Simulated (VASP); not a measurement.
## AlGa3N4: single point with PBEsol

AlGa3N4:

```
Al Ga N
1.0
     4.28126    0.00000    0.00000
     0.00000    4.28126    0.00000
     0.00000    0.00000    4.28126
Al Ga N
1 3 4
Direct
  0.00000 0.00000 0.00000
  0.50000 0.50000 0.00000
  0.50000 0.00000 0.50000
  0.00000 0.50000 0.50000
  0.75527 0.75527 0.24473
  0.75527 0.24473 0.75527
  0.24473 0.75527 0.75527
  0.24473 0.24473 0.24473
```

```yaml
Program: VASP 6.6.1
Task: single point
Functional: PBEsol
Potentials_or_basis: VASP PAW PBE potentials, release 64 (Al, Ga_d, N)
Cutoff: 520 eV
k_mesh: 6 × 6 × 6
Occupations: gaussian, width 0.02 eV
Spin: no spin polarisation
Dipole_correction: no
Further_INCAR_settings: ALGO = Normal; EDIFF = 1e-06; NBANDS = 41
```

The pressure is 31.9 GPa, the largest force is 0.035 eV/Å and the band gap on the k mesh is 3.21 eV.

Forces in eV/Å, atoms in the order of the input:
```
Al   0.000  0.000  0.000
Ga   0.000  0.000  0.000
Ga   0.000  0.000  0.000
Ga   0.000  0.000  0.000
N   -0.020 -0.020  0.020
N   -0.020  0.020 -0.020
N    0.020 -0.020 -0.020
N    0.020  0.020  0.020
```

Levels at points of the mesh, in eV from the valence-band top:
| k point | band 29 | band 30 | band 31 | band 32 | band 33 | band 34 |
| --- | --- | --- | --- | --- | --- | --- |
| (0.00, 0.00, 0.00) | 0.00 | 0.00 | 0.00 | 3.21 | 3.42 | 3.42 |
| (0.50, 0.00, 0.00) | -1.73 | -1.35 | -1.35 | 5.37 | 5.46 | 6.43 |
| (0.50, 0.50, 0.00) | -1.07 | -1.07 | -0.69 | 7.45 | 7.63 | 7.88 |
| (0.50, 0.50, 0.50) | -0.76 | -0.76 | -0.76 | 5.91 | 5.91 | 5.91 |

It took 38 s on 1 thread of Intel(R) Xeon(R) 6975P-C (Granite Rapids), on a shared host, peak memory 0.2 GiB.

Caveat: the cell stands under pressure; the PAW data sets were made with another functional, which shifts forces and pressure a little. A k mesh can miss the band edges.
